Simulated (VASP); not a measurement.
Runs of VASP 6.6.1 on TiO2. It takes space group C2/c (No. 15, monoclinic). The conventional cell has a = 5.412 Å, b = 5.413 Å, c = 5.472 Å, α = 90.00°, β = 118.77°, γ = 90.00°. Within 2.6 Å of Ti (site symmetry 2) lie 6 O at 1.93 to 2.00 Å. O (site symmetry 1) has 3 Ti at 1.93 to 2.00 Å and 2 O at 2.50 Å within 2.6 Å. 

```tsv
potentials or basis	k mesh	cutoff (eV)	smearing	second run	gap on the mesh (eV)	pressure (GPa)	largest force (eV/Å)
VASP PAW PBE potentials, release 64 (Ti_sv, O)	1 × 1 × 1	520	gaussian 0.02 eV	-	2.05	14.4	(a)
VASP PAW PBE potentials, release 64 (Ti_sv, O_h)	2 × 2 × 2	910	gaussian 0.02 eV	hard_potentials	2.46	-6.4	0.38
VASP PAW PBE potentials, release 64 (Ti_sv, O)	8 × 8 × 6	520	methfessel-paxton 0.13 eV	-	2.46	-5.2	0.20
VASP PAW PBE potentials, release 64 (Ti_sv, O)	4 × 4 × 4	520	gaussian 0.02 eV	-	2.46	-5.2	0.19
VASP PAW PBE potentials, release 64 (Ti_sv, O)	2 × 2 × 2	520	gaussian 0.02 eV	-	2.45	-6.1	0.38
VASP PAW PBE potentials, release 64 (Ti_sv, O)	4 × 4 × 2	520	gaussian 0.02 eV	-	2.46	-5.2	0.19
VASP PAW PBE potentials, release 64 (Ti_sv, O)	8 × 8 × 6	520	methfessel-paxton 0.99 eV	-	2.48	-5.3	0.11
VASP PAW PBE potentials, release 64 (Ti_sv, O_h)	4 × 4 × 4	910	gaussian 0.02 eV	hard_potentials	(b)	-5.5	0.19
```

Alike in all rows: task single point; level r2SCAN; no spin polarisation; cell as given.

Fill in the values left out.

(a) 6.53; (b) 2.47.

Caveats: some runs use coarse meshes; the PAW data sets were made with another functional, which shifts forces and pressure a little; the cutoff is under 1.25 times the usual one of these potentials, so pressure, stress and relaxed cells hold a basis-set (Pulay) error (some runs).

A k mesh can miss the band edges.
